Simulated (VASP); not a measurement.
Here is a VASP 6.6.1 calculation.

File INCAR:

```
SYSTEM = EuS
PREC = Accurate ; ENCUT = 600
EDIFF = 1E-6 ; ISMEAR = 0
SIGMA = 0.05 ; LREAL = .False.
LASPH = .True. ; NELM = 200
ALGO = Normal ; ISIF = 2
LWAVE = .False. ; LCHARG = .True.
ISPIN = 2 ; MAGMOM = 7.54 0
LORBIT = 11 ; LMAXMIX = 6
LDAU = .True. ; LDAUTYPE = 2
LDAUL = 3 -1 ; LDAUU = 5 0
LDAUJ = 0 0 ; LDAUPRINT = 1
GGA = PE ; LELF = .True.
LVHAR = .True. ; NBANDS = 22
GGA_COMPAT = .False.
```

KPOINTS

```
regular mesh
0
Gamma
  8 8 8
  0 0 0
```

File POSCAR:

```
EuS
1.0
    0.0000000000      2.9785018670      2.9785018670
    2.9785018670      0.0000000000      2.9785018670
    2.9785018670      2.9785018670      0.0000000000
Eu S
1 1
Direct
    0.5000000000      0.5000000000      0.5000000000
    0.0000000000      0.0000000000      0.0000000000
```

Potentials or basis: VASP PAW PBE potentials, release 64 (Eu, S).

Command:

```bash
$ cat potpaw_PBE.64/Eu/POTCAR potpaw_PBE.64/S/POTCAR > POTCAR
$ mpirun -np 1 vasp_std > vasp.out
```

Question: Estimate the pressure.

Answer: 0.6 GPa.

Question: Predict the net moment.

Answer: 7.00 μB per cell.

Question: Estimate the site moments.

Answer: Eu +6.71; S -0.06 μB.

Eigenvalues of the final occupation matrices:
| site | spin | trace | eigenvalues |
| --- | --- | --- | --- |
| site 1 f | 1 | 6.81 | 0.97 0.97 0.97 0.97 0.97 0.97 0.97 |
| site 1 f | 2 | 0.01 | 0.00 0.00 0.00 0.00 0.00 0.00 0.00 |

Caveat: spin-orbit coupling is left out, which moves the levels of the heavy elements; a cell with one magnetic atom can't hold antiferromagnetic order, which such compounds often take. The state reached can hang on the start; a lower one may exist.
